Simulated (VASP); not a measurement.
Here is a VASP 6.6.1 calculation.

The input INCAR:

```
SYSTEM = Ni
ALGO = Normal
EDIFF = 1E-6
ENCUT = 520
GGA = PE
ISIF = 2
ISMEAR = -1
ISPIN = 2
LASPH = .True.
LCHARG = .False.
LMAXMIX = 4
LORBIT = 11
LREAL = .False.
LWAVE = .False.
MAGMOM = 0.582 0.582
NBANDS = 21
NELM = 150
PREC = Accurate
SIGMA = 0.05
```

The input KPOINTS:

```
k-points
0
Gamma
  13 13 13
  0 0 0
```

Contents of POSCAR:

```
Ni
1.0
    2.7160564150      0.0000000000      0.0000000000
    0.0000000000      2.7160564150      0.0000000000
    0.0000000000      0.0000000000      2.7160564150
Ni
2
Direct
    0.0000000000      0.0000000000      0.0000000000
    0.5000000000      0.5000000000      0.5000000000
```

Potentials or basis: VASP PAW PBE potentials, release 64 (Ni).

Launch:

```console
$ cat potpaw_PBE.64/Ni/POTCAR > POTCAR
$ mpirun -np 1 vasp_std > vasp.out
```

What does it give for the pressure?

21.7 GPa.

What does it give for the net moment?

0.99 μB per cell.

Estimate the site moments.

Ni +0.50 μB.
